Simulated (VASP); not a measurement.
# LiCl (Pm-3n) in VASP: single point with PBE

Aim: the single point of LiCl with PBE.

Everything below comes from runs of VASP 6.6.1. Logs are shortened: lines on timing, memory, paths and dates and some standing lists are left out, and cuts for length are marked.

**1. The cell of the first run**

The structure is cubic, space group Pm-3n (No. 223). Conventional cell: a = 6.782 Å, b = 6.782 Å, c = 6.782 Å, α = 90.00°, β = 90.00°, γ = 90.00°. Within 3.2 Å of Li (site symmetry -4m2) lie 4 Cl at 2.40 Å. Cl (site symmetry -4m2) has 4 Li at 2.40 Å within 3.2 Å.

**2. Single point, PBE**

File POSCAR:

```
LiCl
1.0
    6.7822671339      0.0000000000      0.0000000000
    0.0000000000      6.7822671339      0.0000000000
    0.0000000000      0.0000000000      6.7822671339
Li Cl
6 6
Direct
    0.7500000000      0.5000000000      0.0000000000
    0.5000000000      0.0000000000      0.7500000000
    0.0000000000      0.7500000000      0.5000000000
    0.0000000000      0.2500000000      0.5000000000
    0.2500000000      0.5000000000      0.0000000000
    0.5000000000      0.0000000000      0.2500000000
    0.5000000000      0.7500000000      0.0000000000
    0.7500000000      0.0000000000      0.5000000000
    0.0000000000      0.5000000000      0.7500000000
    0.2500000000      0.0000000000      0.5000000000
    0.0000000000      0.5000000000      0.2500000000
    0.5000000000      0.2500000000      0.0000000000
```

File INCAR.step1:

```
SYSTEM = LiCl
  PREC = Accurate
  ENCUT = 520
  EDIFF = 1E-7
  ISMEAR = 0
  SIGMA = 0.02
  LREAL = .FALSE.
  LASPH = .TRUE.
  NELM = 80
  ALGO = Normal
  ISIF = 2
  LWAVE = .FALSE.
  LCHARG = .TRUE.
  GGA = PE
  NBANDS = 42
```

File KPOINTS.step1:

```
regular mesh
0
G
  4 4 4
  0 0 0
```

File INCAR.step2:

```
SYSTEM = LiCl
  PREC = Accurate
  ENCUT = 520
  EDIFF = 1E-7
  ISMEAR = -5
  SIGMA = 0.02
  LREAL = .FALSE.
  LASPH = .TRUE.
  NELM = 80
  ALGO = Normal
  ISIF = 2
  LWAVE = .FALSE.
  LCHARG = .FALSE.
  GGA = PE
  LORBIT = 11
  NEDOS = 1001
  ICHARG = 11
```

File KPOINTS.step2:

```
regular mesh
0
G
  6 6 6
  0 0 0
```

Potentials or basis: VASP PAW PBE potentials, release 64 (Li_sv, Cl).

Started as:

```bash
cat potpaw_PBE.64/Li_sv/POTCAR potpaw_PBE.64/Cl/POTCAR > POTCAR
cp INCAR.step1 INCAR
cp KPOINTS.step1 KPOINTS
mpirun -np 1 vasp_std > vasp.out
cp INCAR.step2 INCAR
cp KPOINTS.step2 KPOINTS
mpirun -np 1 vasp_std > vasp.out
```

OUTCAR:

```text
SYSTEM = LiCl
   PREC = Accurate
   ENCUT = 520
   EDIFF = 1E-7
   ISMEAR = -5
   LREAL = .FALSE.
   LASPH = .TRUE.
   NELM = 80
   ISIF = 2
   GGA = PE
   LORBIT = 11
   ICHARG = 11

 ion  position               nearest neighbor table
   1  0.750  0.500  0.000-   7 2.40   9 2.40  11 2.40  12 2.40
   2  0.500  0.000  0.750-   7 2.40   8 2.40  10 2.40  12 2.40
   3  0.000  0.750  0.500-   8 2.40   9 2.40  10 2.40  11 2.40
   4  0.000  0.250  0.500-   8 2.40   9 2.40  10 2.40  11 2.40
   5  0.250  0.500  0.000-   7 2.40   9 2.40  11 2.40  12 2.40
   6  0.500  0.000  0.250-   7 2.40   8 2.40  10 2.40  12 2.40
   7  0.500  0.750  0.000-   1 2.40   2 2.40   5 2.40   6 2.40
   8  0.750  0.000  0.500-   2 2.40   3 2.40   4 2.40   6 2.40
   9  0.000  0.500  0.750-   1 2.40   3 2.40   4 2.40   5 2.40
  10  0.250  0.000  0.500-   2 2.40   3 2.40   4 2.40   6 2.40
  11  0.000  0.500  0.250-   1 2.40   3 2.40   4 2.40   5 2.40
  12  0.500  0.250  0.000-   1 2.40   2 2.40   5 2.40   6 2.40

  LATTYP: Found a simple cubic cell.
 ALAT       =     6.7822671339

  Lattice vectors:

 A1 = (   6.7822671339,   0.0000000000,   0.0000000000)
 A2 = (   0.0000000000,   6.7822671339,   0.0000000000)
 A3 = (   0.0000000000,   0.0000000000,   6.7822671339)

Analysis of symmetry for initial positions (statically):
=====================================================================
 Subroutine PRICEL returns:
 Original cell was already a primitive cell.

 Routine SETGRP: Setting up the symmetry group for a
 simple cubic supercell.

 Subroutine GETGRP returns: Found 48 space group operations
 (whereof 24 operations were pure point group operations)
 out of a pool of 48 trial point group operations.

The static configuration has the point symmetry T_h .
 The point group associated with its full space group is O_h .

Analysis of symmetry for dynamics (positions and initial velocities):
=====================================================================
 Subroutine PRICEL returns:
 Original cell was already a primitive cell.

 Routine SETGRP: Setting up the symmetry group for a
 simple cubic supercell.

 Subroutine GETGRP returns: Found 48 space group operations
 (whereof 24 operations were pure point group operations)
 out of a pool of 48 trial point group operations.

The dynamic configuration has the point symmetry T_h .
 The point group associated with its full space group is O_h .

 Subroutine INISYM returns: Found 48 space group operations
 (whereof 24 operations are pure point group operations),
 and found     1 'primitive' translations

----------------------------------------------------------------------------------------

                                     Primitive cell

  volume of cell :     311.9785

  direct lattice vectors                    reciprocal lattice vectors
     6.782267134  0.000000000  0.000000000     0.147443322  0.000000000  0.000000000
     0.000000000  6.782267134  0.000000000     0.000000000  0.147443322  0.000000000
     0.000000000  0.000000000  6.782267134     0.000000000  0.000000000  0.147443322

  length of vectors
     6.782267134  6.782267134  6.782267134     0.147443322  0.147443322  0.147443322

  position of ions in fractional coordinates (direct lattice)
     0.750000000  0.500000000  0.000000000
     0.500000000  0.000000000  0.750000000
     0.000000000  0.750000000  0.500000000
     0.000000000  0.250000000  0.500000000
     0.250000000  0.500000000  0.000000000
     0.500000000  0.000000000  0.250000000
     0.500000000  0.750000000  0.000000000
     0.750000000  0.000000000  0.500000000
     0.000000000  0.500000000  0.750000000
     0.250000000  0.000000000  0.500000000
     0.000000000  0.500000000  0.250000000
     0.500000000  0.250000000  0.000000000

  ion indices of the primitive-cell ions
   primitive index   ion index
                 1           1
                 2           2
                 3           3
                 4           4
                 5           5
                 6           6
                 7           7
                 8           8
                 9           9
                10          10
                11          11
                12          12

----------------------------------------------------------------------------------------

 KPOINTS: regular mesh

Automatic generation of k-mesh.
 Grid dimensions read from file:
 generate k-points for:    6    6    6

 Generating k-lattice:

  Cartesian coordinates                     Fractional coordinates (reciprocal lattice)
     0.024573887  0.000000000  0.000000000     0.166666667  0.000000000  0.000000000
     0.000000000  0.024573887  0.000000000     0.000000000  0.166666667  0.000000000
     0.000000000  0.000000000  0.024573887     0.000000000  0.000000000  0.166666667

  Length of vectors
     0.024573887  0.024573887  0.024573887

  Shift w.r.t. Gamma in fractional coordinates (k-lattice)
     0.000000000  0.000000000  0.000000000

 TETIRR: Found    104 inequivalent tetrahedra from     1296

 Subroutine IBZKPT returns following result:
 ===========================================

 Found     20 irreducible k-points:

 Following reciprocal coordinates:
            Coordinates               Weight
  0.000000  0.000000  0.000000      1.000000
  0.166667  0.000000  0.000000      6.000000
  0.333333  0.000000  0.000000      6.000000
  0.500000  0.000000  0.000000      3.000000
  0.166667  0.166667  0.000000     12.000000
  0.333333  0.166667  0.000000     24.000000
[... 12 lines left out ...]
  0.500000  0.500000  0.333333      6.000000
  0.500000  0.500000  0.500000      1.000000
   k-points           NKPTS =     20   k-points in BZ     NKDIM =     20   number of bands    NBANDS=     37
   number of dos      NEDOS =   1001   number of ions     NIONS =     12
   total plane-waves  NPLWV = 125000
   dimension x,y,z NGX =    50 NGY =   50 NGZ =   50
   dimension x,y,z NGXF=   100 NGYF=  100 NGZF=  100
   ions per type =               6   6
   NGX,Y,Z   is equivalent  to a cutoff of  12.26, 12.26, 12.26 a.u.
   NGXF,Y,Z  is equivalent  to a cutoff of  24.51, 24.51, 24.51 a.u.
 SYSTEM =  LiCl
   PREC   = accura    normal or accurate (medium, high low for compatibility)
   ISTART =      0    job   : 0-new  1-cont  2-samecut
   ICHARG =     11    charge: 1-file 2-atom 10-const
   ISPIN  =      1    spin polarized calculation?
   LNONCOLLINEAR =      F non collinear calculations
   LSORBIT =      F    spin-orbit coupling
   LASPH  =      T    aspherical Exc in radial PAW
   ENCUT  =  520.0 eV  38.22 Ry    6.18 a.u.  12.61 12.61 12.61*2*pi/ulx,y,z
   NELM   =     80;   NELMIN=  2; NELMDL=  0     # of ELM steps
   EDIFF  = 0.1E-06   stopping-criterion for ELM
   LREAL  =      F    real-space projection
   EDIFFG = 0.1E-05   stopping-criterion for IOM
   NSW    =      0    number of steps for IOM
   IBRION =     -1    ionic relax: 0-MD 1-quasi-New 2-CG
   NFREE  =      0    steps in history (QN), initial steepest desc. (CG)
   ISIF   =      2    stress and relaxation
   ISYM   =      2    0-nonsym 1-usesym 2-fastsym
   POTIM  = 0.5000    time-step for ionic-motion
   TEBEG  =    0.0;   TEEND  =   0.0 temperature during run
   PSTRESS=    0.0 pullay stress
   NELECT =      60.0000    total number of electrons
   NUPDOWN=      -1.0000    fix difference up-down
   EMIN   =  10.00;   EMAX   =-10.00  energy-range for DOS
   EFERMI =   0.00;   METHOD = LEGACY
   ISMEAR =    -5;   SIGMA  =   0.02  broadening in eV -4-tet -1-fermi 0-gaus
   EFERMI_NEDOS =   21; number of points for ismear=-14 and -15
   IALGO  =     38    algorithm
   IMIX   =      4    mixing-type and parameters
     AMIX     =   0.40;   BMIX     =  1.00
     AMIX_MAG =   1.60;   BMIX_MAG =  1.00
  volume/ion in A,a.u.               =      26.00       175.44
  Fermi-wavevector in a.u.,A,eV,Ry     =   0.944968  1.785730 12.149515  0.892964
  Thomas-Fermi vector in A             =   2.072824
   LORBIT       =     11    0 simple, 1 ext, 2 COOP (PROOUT), +10 PAW based schemes
   GGA     = PE    functional components
   LHFCALC =     F    Hartree Fock is set to
   AEXX    =    0.0000 exact exchange contribution
   IVDW    =     0    specifies the selected vdW correction
   LEPSILON=     F    determine dielectric tensor
   LRPA    =     F    only Hartree local field effects (RPA)
 non-spin polarized calculation
 Fermi weights with tetrahedron method with Bloechl corrections
  energy-cutoff  :      520.00
  volume of cell :      311.98
 maximum number of plane-waves:      8480

 number of electron      60.0000040 magnetization

 Free energy of the ion-electron system (eV)
  ---------------------------------------------------
  ext. energy  EPLUGINS =         0.00000000
  ---------------------------------------------------
  free energy    TOTEN  =       -44.23567156 eV

  energy without entropy =      -44.23567156  energy(sigma->0) =      -44.23567156

 E-fermi :  -2.1272     XC(G=0):  -6.5782

 val. band max:       -2.1563941815   @ k =   0.0000   0.0000   0.0000
 cond. band min:       3.2012546337   @ k =   0.0000   0.0000   0.0000
 fundamental gap:      5.3576488152
 Fermi energy:        -2.1272133731

 k-point     1 :       0.0000    0.0000    0.0000
  band No.  band energies     occupation
      1     -45.4086      2.00000
      2     -45.4079      2.00000
      3     -45.4079      2.00000
      4     -45.4058      2.00000
      5     -45.4058      2.00000
      6     -45.4058      2.00000
[... 29 lines left out ...]
     36       6.0457      0.00000
     37       6.0458      0.00000

 k-point     2 :       0.1667    0.0000    0.0000
  band No.  band energies     occupation
      1     -45.4085      2.00000
      2     -45.4080      2.00000
      3     -45.4078      2.00000
      4     -45.4060      2.00000
      5     -45.4058      2.00000
      6     -45.4058      2.00000
[... 29 lines left out ...]
     36       6.0001      0.00000
     37       6.1369      0.00000

 k-point     3 :       0.3333    0.0000    0.0000
  band No.  band energies     occupation
      1     -45.4084      2.00000
      2     -45.4081      2.00000
      3     -45.4075      2.00000
      4     -45.4064      2.00000
      5     -45.4058      2.00000
      6     -45.4058      2.00000
[... 29 lines left out ...]
     36       5.9181      0.00000
     37       6.3825      0.00000
[... 601 lines left out ...]
 k-point    19 :       0.5000    0.5000    0.3333
  band No.  band energies     occupation
      1     -45.4076      2.00000
      2     -45.4071      2.00000
      3     -45.4070      2.00000
      4     -45.4070      2.00000
      5     -45.4069      2.00000
      6     -45.4064      2.00000
[... 29 lines left out ...]
     36       6.1134      0.00000
     37       6.1351      0.00000

 k-point    20 :       0.5000    0.5000    0.5000
  band No.  band energies     occupation
      1     -45.4070      2.00000
      2     -45.4070      2.00000
      3     -45.4070      2.00000
      4     -45.4070      2.00000
      5     -45.4070      2.00000
      6     -45.4070      2.00000
[... 29 lines left out ...]
     36       5.6737      0.00000
     37       5.6737      0.00000

------------------------ aborting loop because EDIFF is reached ----------------------------------------

  FORCE on cell =-STRESS in cart. coord.  units (eV):
  Direction    XX          YY          ZZ          XY          YZ          ZX
  --------------------------------------------------------------------------------------
  -------------------------------------------------------------------------------------
  Total       -0.1316922     -0.1316922     -0.1316922     -0.0000000      0.0000000     -0.0000000
  in kB       -0.6763101     -0.6763101     -0.6763101     -0.0000000      0.0000000     -0.0000000
  external PRESSURE =      -0.6763101 kB  Pullay stress =       0.0000000 kB

 VOLUME and BASIS-vectors are now :
 -----------------------------------------------------------------------------
  energy-cutoff  :      520.00
  volume of cell :      311.98
      direct lattice vectors                 reciprocal lattice vectors
     6.782267134  0.000000000  0.000000000     0.147443322  0.000000000  0.000000000
     0.000000000  6.782267134  0.000000000     0.000000000  0.147443322  0.000000000
     0.000000000  0.000000000  6.782267134     0.000000000  0.000000000  0.147443322

 POSITION                                       TOTAL-FORCE (eV/Angst)
 -----------------------------------------------------------------------------------
      5.08670      3.39113      0.00000        -0.000000      0.000000      0.000000
      3.39113      0.00000      5.08670        -0.000000     -0.000000      0.000000
      0.00000      5.08670      3.39113        -0.000000      0.000000     -0.000000
      0.00000      1.69557      3.39113         0.000000     -0.000000     -0.000000
      1.69557      3.39113      0.00000         0.000000      0.000000     -0.000000
      3.39113      0.00000      1.69557        -0.000000      0.000000     -0.000000
      3.39113      5.08670      0.00000        -0.000000     -0.000000     -0.000000
      5.08670      0.00000      3.39113        -0.000000     -0.000000      0.000000
      0.00000      3.39113      5.08670         0.000000      0.000000     -0.000000
      1.69557      0.00000      3.39113         0.000000      0.000000     -0.000000
      0.00000      3.39113      1.69557         0.000000      0.000000      0.000000
      3.39113      1.69557      0.00000         0.000000      0.000000      0.000000
 -----------------------------------------------------------------------------------
    total drift:                                0.000000     -0.000000     -0.000000

  FREE ENERGIE OF THE ION-ELECTRON SYSTEM (eV)
  ---------------------------------------------------
  free  energy   TOTEN  =       -44.2356715631 eV

  energy  without entropy=      -44.2356715631  energy(sigma->0) =      -44.23567156

 total charge

# of ion       s       p       d       tot
------------------------------------------
    1        2.012   0.041   0.000   2.054
    2        2.012   0.041   0.000   2.054
    3        2.012   0.041   0.000   2.054
    4        2.012   0.041   0.000   2.054
    5        2.012   0.041   0.000   2.054
    6        2.012   0.041   0.000   2.054
    7        1.587   3.599   0.000   5.186
    8        1.587   3.599   0.000   5.186
    9        1.587   3.599   0.000   5.186
   10        1.587   3.599   0.000   5.186
   11        1.587   3.599   0.000   5.186
   12        1.587   3.599   0.000   5.186
--------------------------------------------------
tot         21.593  21.844   0.000  43.438
```

Wall time 4.6 min (1 thread of Intel Xeon Platinum 8259CL at 2.50GHz (Skylake/Cascade Lake), shared host); peak memory 0.39 GiB.

Results:

- Valence electrons inside the program's atomic spheres: Li 2.05; Cl 5.19

Caveat: the cutoff is under 1.25 times the usual one of these potentials, so pressure, stress and relaxed cells hold a basis-set (Pulay) error.
